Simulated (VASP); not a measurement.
# SbO4 (P6/mmm) in VASP: notebook

SbO4 is run at these levels: PBE; tasks: single point.

Everything below comes from runs of VASP 6.6.1. Logs are shortened: lines on timing, memory, paths and dates and some standing lists are left out, and cuts for length are marked.

**1. The cell of the first run**

It takes space group P6/mmm (No. 191, hexagonal). The conventional cell has a = 3.160 Å, b = 3.160 Å, c = 9.391 Å, α = 90.00°, β = 90.00°, γ = 120.00°. Sb (site symmetry 6/mmm) has 2 O at 1.85 Å within 2.4 Å. O (site symmetry 6mm) has 1 Sb at 1.85 Å within 2.4 Å. O (site symmetry -6m2) has 3 O at 1.82 Å within 2.4 Å.

The cell was generated, and may not be a known phase.

**2. Single point, PBE**

Input file INCAR:

```
SYSTEM = SbO4
ALGO = Normal ; EDIFF = 1E-6
ENCUT = 700 ; GGA = PE
GGA_COMPAT = .False. ; ISIF = 2
ISMEAR = 0 ; LASPH = .True.
LCHARG = .True. ; LELF = .True.
LREAL = .False. ; LVHAR = .True.
LWAVE = .False. ; NBANDS = 28
NELM = 120 ; PREC = Accurate
SIGMA = 0.1
```

Input file KPOINTS:

```
k-points
0
Gamma
  6 6 4
  0 0 0
```

Input file POSCAR:

```
SbO4
1.0
    3.1597937590      0.0000000000      0.0000000000
   -1.5798968795      2.7364616660      0.0000000000
    0.0000000000      0.0000000000      9.3907136087
Sb O
1 4
Direct
    0.0000000000      0.0000000000      0.5000000000
    0.0000000000      0.0000000000      0.3034084076
    0.0000000000      0.0000000000      0.6965915924
    0.3333333333      0.6666666667      0.0000000000
    0.6666666667      0.3333333333      0.0000000000
```

Potentials or basis: VASP PAW PBE potentials, release 64 (Sb_d_GW, O).

Run with:

```console
$ cat potpaw_PBE.64/Sb_d_GW/POTCAR potpaw_PBE.64/O/POTCAR > POTCAR
$ mpirun -np 1 vasp_std > vasp.out
```

OUTCAR:

```text
SYSTEM = SbO4
   EDIFF = 1E-6
   ENCUT = 700
   GGA = PE
   ISIF = 2
   ISMEAR = 0
   LASPH = .True.
   LREAL = .False.
   NELM = 120
   PREC = Accurate

 ion  position               nearest neighbor table
   1  0.000  0.000  0.500-   2 1.85   3 1.85
   2  0.000  0.000  0.303-   1 1.85
   3  0.000  0.000  0.697-   1 1.85
   4  0.333  0.667  0.000-   5 1.82   5 1.82   5 1.82
   5  0.667  0.333  0.000-   4 1.82   4 1.82   4 1.82

  LATTYP: Found a hexagonal cell.
 ALAT       =     3.1597937590
 C/A-ratio  =     2.9719387798

  Lattice vectors:

 A1 = (   3.1597937590,   0.0000000000,   0.0000000000)
 A2 = (  -1.5798968795,   2.7364616660,   0.0000000000)
 A3 = (   0.0000000000,   0.0000000000,   9.3907136087)

Analysis of symmetry for initial positions (statically):
=====================================================================
 Subroutine PRICEL returns:
 Original cell was already a primitive cell.

 Routine SETGRP: Setting up the symmetry group for a
 hexagonal supercell.

 Subroutine GETGRP returns: Found 24 space group operations
 (whereof 24 operations were pure point group operations)
 out of a pool of 24 trial point group operations.

The static configuration has the point symmetry D_6h.

Analysis of symmetry for dynamics (positions and initial velocities):
=====================================================================
 Subroutine PRICEL returns:
 Original cell was already a primitive cell.

 Routine SETGRP: Setting up the symmetry group for a
 hexagonal supercell.

 Subroutine GETGRP returns: Found 24 space group operations
 (whereof 24 operations were pure point group operations)
 out of a pool of 24 trial point group operations.

The dynamic configuration has the point symmetry D_6h.

 Subroutine INISYM returns: Found 24 space group operations
 (whereof 24 operations are pure point group operations),
 and found     1 'primitive' translations

----------------------------------------------------------------------------------------

                                     Primitive cell

  volume of cell :      81.1983

  direct lattice vectors                    reciprocal lattice vectors
     3.159793759  0.000000000  0.000000000     0.316476351  0.182717707  0.000000000
    -1.579896879  2.736461666  0.000000000     0.000000000  0.365435413  0.000000000
[... 87 lines left out ...]
   EDIFF  = 0.1E-05   stopping-criterion for ELM
   LREAL  =      F    real-space projection
   EDIFFG = 0.1E-04   stopping-criterion for IOM
   NSW    =      0    number of steps for IOM
   IBRION =     -1    ionic relax: 0-MD 1-quasi-New 2-CG
   NFREE  =      0    steps in history (QN), initial steepest desc. (CG)
   ISIF   =      2    stress and relaxation
   ISYM   =      2    0-nonsym 1-usesym 2-fastsym
   POTIM  = 0.5000    time-step for ionic-motion
   TEBEG  =    0.0;   TEEND  =   0.0 temperature during run
   PSTRESS=    0.0 pullay stress
   NELECT =      39.0000    total number of electrons
   NUPDOWN=      -1.0000    fix difference up-down
   EMIN   =  10.00;   EMAX   =-10.00  energy-range for DOS
   EFERMI =   0.00;   METHOD = LEGACY
   ISMEAR =     0;   SIGMA  =   0.10  broadening in eV -4-tet -1-fermi 0-gaus
   EFERMI_NEDOS =   21; number of points for ismear=-14 and -15
   IALGO  =     38    algorithm
   IMIX   =      4    mixing-type and parameters
     AMIX     =   0.40;   BMIX     =  1.00
     AMIX_MAG =   1.60;   BMIX_MAG =  1.00
  volume/ion in A,a.u.               =      16.24       109.59
  Fermi-wavevector in a.u.,A,eV,Ry     =   1.282077  2.422774 22.364190  1.643722
  Thomas-Fermi vector in A             =   2.414410
   LORBIT       =      0    0 simple, 1 ext, 2 COOP (PROOUT), +10 PAW based schemes
   GGA     = PE    functional components
   LHFCALC =     F    Hartree Fock is set to
   AEXX    =    0.0000 exact exchange contribution
   IVDW    =     0    specifies the selected vdW correction
   LEPSILON=     F    determine dielectric tensor
   LRPA    =     F    only Hartree local field effects (RPA)
 non-spin polarized calculation
 Gauss-broadening in eV      SIGMA  =   0.10
  energy-cutoff  :      700.00
  volume of cell :       81.20
 maximum number of plane-waves:      3441
 NGX is ok and might be reduce to    28
   NGX = 13   NGY = 13   NGZ = 41

 number of electron      38.9999996 magnetization

 Free energy of the ion-electron system (eV)
  ---------------------------------------------------
  ext. energy  EPLUGINS =         0.00000000
  ---------------------------------------------------
  free energy    TOTEN  =       -19.21313983 eV

  energy without entropy =      -19.15331080  energy(sigma->0) =      -19.18322531

 E-fermi :   0.0218     XC(G=0):  -9.0708

 val. band max:        0.0193546680   @ k =   0.3333  -0.0000   0.0000
 cond. band min:       0.0281495607   @ k =   0.1667   0.0000   0.5000
 fundamental gap:      0.0087948927
 Fermi energy:         0.0218422220

 k-point     1 :       0.0000    0.0000    0.0000
  band No.  band energies     occupation
      1     -29.2831      2.00000
      2     -29.1668      2.00000
      3     -29.1668      2.00000
      4     -28.8498      2.00000
      5     -28.8498      2.00000
      6     -20.9069      2.00000
[... 640 lines left out ...]
     27      11.5458      0.00000
     28      13.6293      0.00000

------------------------ aborting loop because EDIFF is reached ----------------------------------------

  FORCE on cell =-STRESS in cart. coord.  units (eV):
  Direction    XX          YY          ZZ          XY          YZ          ZX
  --------------------------------------------------------------------------------------
  -------------------------------------------------------------------------------------
  Total       -0.1428778     -0.1428778      0.5759345     -0.0000000      0.0000000     -0.0000000
  in kB       -2.8192171     -2.8192171     11.3641512     -0.0000000      0.0000000     -0.0000000
  external PRESSURE =       1.9085723 kB  Pullay stress =       0.0000000 kB

 VOLUME and BASIS-vectors are now :
 -----------------------------------------------------------------------------
  energy-cutoff  :      700.00
  volume of cell :       81.20
      direct lattice vectors                 reciprocal lattice vectors
     3.159793759  0.000000000  0.000000000     0.316476351  0.182717707  0.000000000
    -1.579896879  2.736461666  0.000000000     0.000000000  0.365435413  0.000000000
     0.000000000  0.000000000  9.390713609     0.000000000  0.000000000  0.106488180

 POSITION                                       TOTAL-FORCE (eV/Angst)
 -----------------------------------------------------------------------------------
      0.00000      0.00000      4.69536         0.000000     -0.000000      0.000000
      0.00000      0.00000      2.84922         0.000000      0.000000     -0.144397
      0.00000      0.00000      6.54149         0.000000     -0.000000      0.144397
     -0.00000      1.82431      0.00000        -0.000000     -0.000000      0.000000
      1.57990      0.91215      0.00000        -0.000000     -0.000000     -0.000000
 -----------------------------------------------------------------------------------
    total drift:                                0.000000     -0.000000      0.000000

  FREE ENERGIE OF THE ION-ELECTRON SYSTEM (eV)
  ---------------------------------------------------
  free  energy   TOTEN  =       -19.2131398293 eV

  energy  without entropy=      -19.1533107956  energy(sigma->0) =      -19.18322531
```

It took 2.6 min on 1 thread of Intel Xeon Platinum 8259CL at 2.50GHz (Skylake/Cascade Lake), shared host; peak memory 0.28 GiB.

What came out:

```
Free energy            : -19.2131 eV
Pressure               : 0.2 GPa
Largest force          : 0.144 eV/Å
Band gap on the k mesh : zero (an odd number of electrons rules out a gap without spin polarisation)
```

Forces on the atoms (eV/Å):
```
Sb   0.000  0.000  0.000
O    0.000  0.000 -0.144
O    0.000  0.000  0.144
O    0.000  0.000  0.000
O    0.000  0.000  0.000
```

Stress tensor (GPa, compression positive):
```
-0.28  0.00  0.00
 0.00 -0.28  0.00
 0.00  0.00  1.14
```

Levels at points of the mesh, in eV from the Fermi level:
```csv
k point,band 16,band 17,band 18,band 19,band 20,band 21,band 22,band 23
"(0.00, 0.00, 0.00)",-0.76,-0.43,-0.25,-0.25,0.39,0.42,0.42,4.96
"(0.50, 0.00, 0.00)",-2.01,-1.37,-1.23,-0.60,-0.28,0.83,1.14,2.26
"(0.00, 0.00, 0.50)",-0.76,-0.30,-0.25,-0.25,0.39,0.43,0.43,4.86
"(0.50, 0.00, 0.50)",-2.12,-1.37,-1.27,-0.60,-0.24,0.83,1.15,2.26
```

Caveat: the k points lie up to 0.38 Å⁻¹ apart, too coarse for converged energies and pressures of a metal; spin-orbit coupling is left out, which moves the levels of the heavy elements; an odd number of electrons without spin polarisation forces a metal; a magnetic or distorted state may lie lower.

**3. Single point, PBE**

This run uses another cell than the first one, of 16.05 Å³/atom.

Input file INCAR:

```
SYSTEM = SbO4
  ALGO = Normal
  EDIFF = 1E-6
  ENCUT = 700
  GGA = PE
  GGA_COMPAT = .False.
  ISIF = 2
  ISMEAR = 0
  LASPH = .True.
  LCHARG = .False.
  LREAL = .False.
  LWAVE = .False.
  NBANDS = 28
  NELM = 120
  PREC = Accurate
  SIGMA = 0.1
```

KPOINTS is that of step 2.

Input file POSCAR:

```
SbO4
1.0
    4.0505045400      0.0000000000      0.0000000000
   -2.0252522700      3.5078398300      0.0000000000
    0.0000000000      0.0000000000      5.6472929000
Sb O
1 4
Direct
    0.0000000000      0.0000000000      0.5000000000
    0.0000000000      0.0000000000      0.2027633600
    0.0000000000      0.0000000000      0.7972366400
    0.3333333300      0.6666666700      0.0000000000
    0.6666666700      0.3333333300      0.0000000000
```

Potentials or basis: VASP PAW PBE potentials, release 64 (Sb_d_GW, O).

Run with:

```console
$ cat potpaw_PBE.64/Sb_d_GW/POTCAR potpaw_PBE.64/O/POTCAR > POTCAR
$ mpirun -np 1 vasp_std > vasp.out
```

It took 74 s on 1 thread of Intel Xeon Platinum 8259CL at 2.50GHz (Skylake/Cascade Lake), shared host; peak memory 0.29 GiB.

Results (log left out):

```yaml
Free_energy: -15.6496 eV
Pressure: 15.7 GPa
Largest_force: 6.626 eV/Å
Band_gap_on_the_k_mesh: zero (an odd number of electrons rules out a gap without spin polarisation)
```

Forces in eV/Å, atoms in the order of the input:
```
Sb   0.000  0.000  0.000
O    0.000  0.000 -6.626
O    0.000  0.000  6.626
O    0.000  0.000  0.000
O    0.000  0.000  0.000
```

Stress tensor (GPa, compression positive):
```
-3.22  0.00  0.00
 0.00 -3.22  0.00
 0.00  0.00 53.60
```

Levels at points of the mesh, in eV from the Fermi level:
```
           k point  band 17  band 18  band 19  band 20  band 21  band 22
(0.00, 0.00, 0.00)    -2.15    -1.51    -0.89     0.11     0.55     0.55
(0.50, 0.00, 0.00)    -1.72    -0.51    -0.20    -0.11     0.55     0.83
(0.00, 0.00, 0.50)    -2.15    -1.88     0.10     0.81     0.81     0.95
(0.50, 0.00, 0.50)    -1.16    -0.64    -0.45     0.22     0.48     0.86
```

Caveat: the stress differs along the axes, from -3 to 54 GPa; spin-orbit coupling is left out, which moves the levels of the heavy elements; an odd number of electrons without spin polarisation forces a metal; a magnetic or distorted state may lie lower.
